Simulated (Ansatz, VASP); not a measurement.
**SiC: VASP beside Ansatz**

```
CELL_PARAMETERS angstrom
0.00000 2.17400 2.17400
2.17400 0.00000 2.17400
2.17400 2.17400 0.00000
ATOMIC_POSITIONS crystal
Si 0.00000 0.00000 0.00000
C 0.75000 0.75000 0.75000
```

Alike in both runs: task single point; functional PBE; k mesh 12 × 12 × 12; occupations tetrahedron; no spin polarisation.

|  | VASP | Ansatz |
| --- | --- | --- |
| version | VASP 6.6.1 | Ansatz 0.2.0 |
| potentials or method | VASP PAW PBE potentials, release 64 (Si, C), cutoff 520 eV | PAW, plane waves, scalar-relativistic |
| valence electrons in the cell | 8 | 8 |

|  | VASP | Ansatz | Ansatz less VASP |
| --- | --- | --- | --- |
| gap on the k mesh at the Fermi level (eV) | 1.35 | 1.35 | +0.003 |
| pressure (GPa) | 4.8 | 4.8 | +0.06 |

With one functional, cell and mesh, what is left measures potentials, basis and numerics. Ansatz's warnings: band table not solved further, tetrahedron derivatives may miss energy slope.
